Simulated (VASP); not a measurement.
Runs of VASP 6.6.1 on Fe. The structure is that of space group Fd-3m (No. 227), or close to it. The cells are those of the table. 

```csv
potentials or basis,cell,cutoff (eV),second run,gap on the mesh (eV),pressure (GPa)
"VASP PAW PBE potentials, release 64 (Fe)","a = 3.630 Å, angles 60.0°, 2 atoms",520,-,none,-12.3
"VASP PAW PBE potentials, release 64 (Fe)","a = 3.496 Å, angles 60.0°, 2 atoms",520,-,none,(b)
"VASP PAW PBE potentials, release 64 (Fe)","a = 3.400 Å, angles 60.0°, 2 atoms",520,-,none,(a)
"VASP PAW PBE potentials, release 64 (Fe_sv)","a = 3.350 Å, angles 60.0°, 2 atoms",600,valence_matched,none,21.0
"VASP PAW PBE potentials, release 64 (Fe)","a = 3.542 Å, angles 60.0°, 2 atoms",520,-,none,-5.5
"VASP PAW PBE potentials, release 64 (Fe)","a = 3.350 Å, angles 60.0°, 2 atoms",520,-,none,21.3
"VASP PAW PBE potentials, release 64 (Fe_sv)","a = 3.448 Å, angles 60.0°, 2 atoms",600,valence_matched,none,3.9
"VASP PAW PBE potentials, release 64 (Fe_sv)","a = 3.400 Å, angles 60.0°, 2 atoms",600,valence_matched,none,11.5
```

Alike in all rows: task single point; level BLYP; no spin polarisation; k mesh 12 × 12 × 12; smearing fermi-dirac 0.1 eV.

Fill in the values left out.

(a) 12.3; (b) -0.8.

Caveats: the PAW data sets were made with another functional, which shifts forces and pressure a little; the run has no spin polarisation, though such a crystal can be magnetic.

A gap of «none» marks levels without a gap at the run's occupations.

The runs don't all hold the same shells in valence.
